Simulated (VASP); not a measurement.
Input of a VASP 6.6.1 run:

Contents of INCAR:

```
PREC = Accurate
ENCUT = 500
EDIFF = 1E-6
ISMEAR = -1
SIGMA = 0.05
LREAL = F
LASPH = T
NELM = 120
ALGO = Normal
ISIF = 2
LWAVE = F
LCHARG = T
GGA = PE
LELF = T
LVHAR = T
NBANDS = 16
GGA_COMPAT = F
```

Contents of KPOINTS:

```
regular mesh
0
Gamma
  8 8 6
```

The input POSCAR:

```
TiB2
1.0
    3.0121876266      0.0000000000      0.0000000000
   -1.5060938133      2.6086310056      0.0000000000
    0.0000000000      0.0000000000      3.2009009495
Ti B
1 2
Direct
    0.0000000000      0.0000000000      0.0000000000
    0.3333333333      0.6666666667      0.5000000000
    0.6666666667      0.3333333333      0.5000000000
```

Potentials or basis: VASP PAW PBE potentials, release 64 (Ti_sv, B).

The run is started by

```bash
$ cat potpaw_PBE.64/Ti_sv/POTCAR potpaw_PBE.64/B/POTCAR > POTCAR
$ mpirun -np 1 vasp_std > vasp.out
```

(1) Predict the band gap on the k mesh.

(2) Estimate the pressure.

## Answers

(1) zero (band 9 reaches 10.39 eV, above the bottom of band 10 at 10.02 eV).

(2) 5.6 GPa.
